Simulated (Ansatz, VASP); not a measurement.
# BaTiO3 in VASP and in Ansatz

Contents of INCAR:

```
PREC = Accurate
ENCUT = 520
EDIFF = 1E-7
ISMEAR = -1
SIGMA = 0.08
LREAL = False
LASPH = True
NELM = 100
ALGO = Normal
ISIF = 2
LWAVE = False
LCHARG = False
GGA = PE
NBANDS = 28
```

Contents of KPOINTS:

```
regular mesh
0
Gamma
  7 7 7
```

POSCAR

```
BaTiO3
1.0
    3.9998000000     -0.0599970000     -0.0599970000
   -0.0599970000      3.9998000000     -0.0599970000
   -0.0602700000     -0.0602700000      4.0180000000
Ba Ti O
1 1 3
Direct
    0.0000000000      0.0000000000      0.0000000000
    0.5000000000      0.5000000000      0.4820000000
    0.5000000000      0.5000000000      0.0160000000
    0.5000000000      0.0000000000      0.5150000000
    0.0000000000      0.5000000000      0.5150000000
```

Input for Ansatz:

```yaml
crystal:
  lattice:
    - [3.9998, -0.059997, -0.059997]
    - [-0.059997, 3.9998, -0.059997]
    - [-0.06027, -0.06027, 4.018]
  atoms:
    - { symbol: Ba, position: [0.0, 0.0, 0.0] }
    - { symbol: Ti, position: [0.5, 0.5, 0.482] }
    - { symbol: O, position: [0.5, 0.5, 0.016] }
    - { symbol: O, position: [0.5, 0.0, 0.515] }
    - { symbol: O, position: [0.0, 0.5, 0.515] }
kpoints:
  mp_grid: { grid: [7, 7, 7] }
  band_path:
    path:
      - [0.0, 0.0, 0.0]
      - [-0.5, 0.5, 0.0]
      - [-0.5, 0.5, 0.5]
      - [0.0, 0.0, 0.5]
      - [0.0, 0.0, 0.0]
      - [-0.5, 0.0, 0.5]
      - [0.0, 0.0, 0.0]
      - [-0.5, 0.0, 0.0]
    npoints: 5
scf:
  occupations: { method: fermi_dirac, width: 0.08 }
hamiltonian:
  xc: pbe
  pseudopotentials: { kind: all_electron, lapw: { basis_error: 0.001 } }
output:
  forces: true
  stress: true
  eigenvalues: true
```

Change from the starting cell: equal xy, yz and zx shear strains of -3 %.

Alike in both runs: task single point; functional PBE; k mesh 7 × 7 × 7; occupations fermi-dirac, width 0.08 eV; no spin polarisation.

```csv
,VASP,Ansatz
version,VASP 6.6.1,Ansatz 0.2.0
potentials or method,"VASP PAW PBE potentials, release 64 (Ba_sv, Ti_sv, O), cutoff 520 eV","all-electron LAPW, scalar-relativistic"
```

Ansatz gave:

| Quantity | Value |
| --- | --- |
| pressure (GPa) | 2.9 |
| traceless stress, the component that is largest in VASP (GPa) | 3.71 |
| rms of the force components (eV/Å) | 0.114 |

Question: What did VASP give for the same quantities?

Answer: Pressure (GPa): 4.7; traceless stress, the component that is largest in VASP (GPa): 3.82; rms of the force components (eV/Å): 0.107.

Atom by atom the forces differ by 0.019 eV/Å (rms over components). Ansatz ran all-electron here, and VASP with PAW potentials.

Neither program's run includes spin-orbit coupling.
